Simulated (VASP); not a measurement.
# WC (P1) in VASP: notebook, part 2 of 2

VASP 6.6.1.

## (3) Single point, PBE (atom 1 (W) moved by (+0.225, -0.450) A along [1 1 0] and z)

The input, INCAR:

```
ALGO     = Fast           # electronic algorithm
EDIFF    = 1E-6           # SCF threshold, eV
ENCUT    = 520            # plane-wave cutoff, eV
GGA      = PE             # functional
ISIF     = 2              # what is computed and relaxed
ISMEAR   = 0              # smearing method
LASPH    = T              # aspherical terms in the spheres
LCHARG   = F              # write CHGCAR
LREAL    = F              # projectors in reciprocal space
LWAVE    = F              # write WAVECAR
NBANDS   = 16             # bands
NELM     = 60             # most SCF steps
PREC     = Accurate       # precision mode
SIGMA    = 0.15           # smearing width, eV
```

The input, KPOINTS:

```
k-points
0
Gamma
  18 18 16
```

The input, POSCAR:

```
WC
1.0
    2.9005014360      0.0000000000      0.0000000000
   -1.4502507180      2.5119079273      0.0000000000
    0.0000000000      0.0000000000      2.8290000000
W C
1 1
Direct
    0.0865212091      0.0633379210     -0.1590668081
    0.6666666667      0.3333333333      0.5000000000
```

Potentials or basis: VASP PAW PBE potentials, release 64 (W_sv, C).

Run with:

```sh
cat potpaw_PBE.64/W_sv/POTCAR potpaw_PBE.64/C/POTCAR > POTCAR
mpirun -np 1 vasp_std > vasp.out
```

OUTCAR:

```text
EDIFF = 1E-6
   ENCUT = 520
   GGA = PE
   ISIF = 2
   ISMEAR = 0
   LASPH = T
   LREAL = F
   NELM = 60
   PREC = Accurate

 ion  position               nearest neighbor table
   1  0.087  0.063  0.841-   2 1.75   2 2.00   2 2.08   2 2.37   2 2.55   2 2.62
   2  0.667  0.333  0.500-   1 1.75   1 2.00   1 2.08   1 2.37   1 2.55   1 2.62

  LATTYP: Found a hexagonal cell.
 ALAT       =     2.9005014360
 C/A-ratio  =     0.9753485949

  Lattice vectors:

 A1 = (   2.9005014360,   0.0000000000,   0.0000000000)
 A2 = (  -1.4502507180,   2.5119079273,   0.0000000000)
 A3 = (   0.0000000000,   0.0000000000,   2.8290000000)

Analysis of symmetry for initial positions (statically):
=====================================================================
 Subroutine PRICEL returns:
 Original cell was already a primitive cell.

 Routine SETGRP: Setting up the symmetry group for a
 hexagonal supercell.

 Subroutine GETGRP returns: Found  1 space group operations
 (whereof  1 operations were pure point group operations)
 out of a pool of 24 trial point group operations.

The static configuration has the point symmetry C_1 .

Analysis of symmetry for dynamics (positions and initial velocities):
=====================================================================
 Subroutine PRICEL returns:
 Original cell was already a primitive cell.

 Routine SETGRP: Setting up the symmetry group for a
 hexagonal supercell.

 Subroutine GETGRP returns: Found  1 space group operations
 (whereof  1 operations were pure point group operations)
 out of a pool of 24 trial point group operations.

The dynamic configuration has the point symmetry C_1 .

 Subroutine INISYM returns: Found  1 space group operations
 (whereof  1 operations are pure point group operations),
 and found     1 'primitive' translations

----------------------------------------------------------------------------------------

[... 111 lines left out ...]
     AMIX     =   0.40;   BMIX     =  1.00
     AMIX_MAG =   1.60;   BMIX_MAG =  1.00
  volume/ion in A,a.u.               =      10.31        69.55
  Fermi-wavevector in a.u.,A,eV,Ry     =   1.564813  2.957068 33.315762  2.448639
  Thomas-Fermi vector in A             =   2.667381
   LORBIT       =      0    0 simple, 1 ext, 2 COOP (PROOUT), +10 PAW based schemes
   GGA     = PE    functional components
   LHFCALC =     F    Hartree Fock is set to
   AEXX    =    0.0000 exact exchange contribution
   IVDW    =     0    specifies the selected vdW correction
   LEPSILON=     F    determine dielectric tensor
   LRPA    =     F    only Hartree local field effects (RPA)
 non-spin polarized calculation
 RMM-DIIS sequential band-by-band and
 Gauss-broadening in eV      SIGMA  =   0.15
  energy-cutoff  :      520.00
  volume of cell :       20.61
 maximum number of plane-waves:       580
 NGX is ok and might be reduce to    24
   NGX = 11   NGY = 11   NGZ = 11

 number of electron      17.9999999 magnetization

 Free energy of the ion-electron system (eV)
  ---------------------------------------------------
  ext. energy  EPLUGINS =         0.00000000
  ---------------------------------------------------
  free energy    TOTEN  =       -20.04941775 eV

  energy without entropy =      -20.04264959  energy(sigma->0) =      -20.04603367

 E-fermi :  11.6132     XC(G=0): -13.7024

 val. band max:       11.6123964510   @ k =  -0.0556   0.1667   0.3750
 cond. band min:      11.6157850372   @ k =   0.0000   0.0000   0.5000
 fundamental gap:      0.0033885862
 Fermi energy:        11.6132400720

 k-point     1 :       0.0000    0.0000    0.0000
  band No.  band energies     occupation
      1     -62.5175      2.00000
      2     -26.7858      2.00000
      3     -26.5096      2.00000
      4     -26.4670      2.00000
      5      -3.2481      2.00000
      6       5.1040      2.00000
[... 433 lines left out ...]
      3     -26.8589      2.00000
      4     -26.4584      2.00000
      5      -0.6937      2.00000
      6       4.5035      2.00000
[... 8 lines left out ...]
     15      25.1255      0.00000
     16      25.8016      0.00000

 [... further k-points ...]

------------------------ aborting loop because EDIFF is reached ----------------------------------------

  FORCE on cell =-STRESS in cart. coord.  units (eV):
  Direction    XX          YY          ZZ          XY          YZ          ZX
  --------------------------------------------------------------------------------------
  -------------------------------------------------------------------------------------
  Total       11.8544023      5.4503877      8.2746435      3.4518164     -3.3573116     -4.8346807
  in kB      921.4685067    423.6705037    643.2060544    268.3172034   -260.9711416   -375.8102585
  external PRESSURE =     662.7816883 kB  Pullay stress =       0.0000000 kB

 VOLUME and BASIS-vectors are now :
 -----------------------------------------------------------------------------
  energy-cutoff  :      520.00
  volume of cell :       20.61
      direct lattice vectors                 reciprocal lattice vectors
     2.900501436  0.000000000  0.000000000     0.344767973  0.199051882  0.000000000
    -1.450250718  2.511907927  0.000000000     0.000000000  0.398103764  0.000000000
     0.000000000  0.000000000  2.829000000     0.000000000  0.000000000  0.353481796

 POSITION                                       TOTAL-FORCE (eV/Angst)
 -----------------------------------------------------------------------------------
      0.15910      0.15910      2.37900        -5.392545     -3.924651      8.814888
      1.45025      0.83730      1.41450         5.392545      3.924651     -8.814888
 -----------------------------------------------------------------------------------
    total drift:                                0.000346      0.000196     -0.000563

  FREE ENERGIE OF THE ION-ELECTRON SYSTEM (eV)
  ---------------------------------------------------
  free  energy   TOTEN  =       -20.0494177450 eV

  energy  without entropy=      -20.0426495930  energy(sigma->0) =      -20.04603367
```

stdout:

```text
POSCAR found type information on POSCAR W C
 POSCAR found :  2 types and       2 ions
 scaLAPACK will be used
 LDA part: xc-table for (Slater+PW92), standard interpolation
 POSCAR, INCAR and KPOINTS ok, starting setup
 FFT: planning ... GRIDC
 FFT: planning ... GRID_SOFT
 FFT: planning ... GRID
 WAVECAR not read
 entering main loop
WARNING in EDDRMM: call to ZHEGV failed, returncode =   8  4     16
WARNING in EDDRMM: call to ZHEGV failed, returncode =   8  4     13
WARNING in EDDRMM: call to ZHEGV failed, returncode =   8  4     16
WARNING in EDDRMM: call to ZHEGV failed, returncode =   8  4     14
WARNING in EDDRMM: call to ZHEGV failed, returncode =   8  4     13
WARNING in EDDRMM: call to ZHEGV failed, returncode =   8  4     13
```

Wall time 15 min (1 thread of Oxide Virtual Turin-like, shared host); peak memory 0.84 GiB.

Results:

- Free energy: -20.0494 eV
- Pressure: 66.3 GPa
- Largest force: 11.054 eV/Å
- Band gap on the k mesh: zero (bands 9 and 10 overlap by 1.49 eV)

Forces in eV/Å, atoms in the order of the input:
```
W   -5.393 -3.925  8.815
C    5.393  3.925 -8.815
```

Stress tensor (GPa, compression positive):
```
 92.15  26.83 -37.58
 26.83  42.37 -26.10
-37.58 -26.10  64.32
```

Caveat: the cell differs from its parent crystal (atom 1 (W) moved by (+0.225, -0.450) A along [1 1 0] and z); the stress differs along the axes, from 42 to 92 GPa; spin-orbit coupling is left out, which moves the levels of the heavy elements; forces of over 1 eV/Å act on the atoms, so gaps and moduli don't describe the material at rest.
